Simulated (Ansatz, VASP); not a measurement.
## VSe: VASP beside Ansatz

```
CELL_PARAMETERS angstrom
3.31951 0.00000 0.00000
0.00000 3.31951 0.00000
0.00000 0.00000 3.31951
ATOMIC_POSITIONS crystal
V 0.00000 0.00000 0.00000
Se 0.50000 0.50000 0.50000
```

Alike in both runs: task single point; functional LDA; k mesh 6 × 6 × 6; occupations gaussian, width 0.05 eV; no spin polarisation; Hubbard terms V d U = 5.0 eV.

|  | VASP | Ansatz |
| --- | --- | --- |
| version | VASP 6.6.1 | Ansatz 0.2.0 |
| potentials or method | VASP PAW LDA potentials, release 64 (V_sv, Se), cutoff 520 eV | scalar-relativistic, plane waves, PAW |
| valence electrons in the cell | 19 | 29 |

VASP gave:

| Quantity | Value |
| --- | --- |
| gap on the k mesh at the Fermi level (eV) | none |
| pressure (GPa) | -14.9 |

Task: What did Ansatz give for the same quantities?

Result: gap on the k mesh at the Fermi level (eV): none; pressure (GPa): -12.2.

LDA's correlation is that of Perdew and Zunger in VASP and of Perdew and Wang (1992) in Ansatz. The programs project onto different local orbitals, so the same U acts differently, and such runs can settle in different states. A gap of «none» marks a metal or a gap that the smearing closes. VASP's potentials hold 19 valence electrons a cell and Ansatz's 29, so a difference there can come from the potentials and not from the codes. Ansatz's warnings: filled band counts differ across k points.
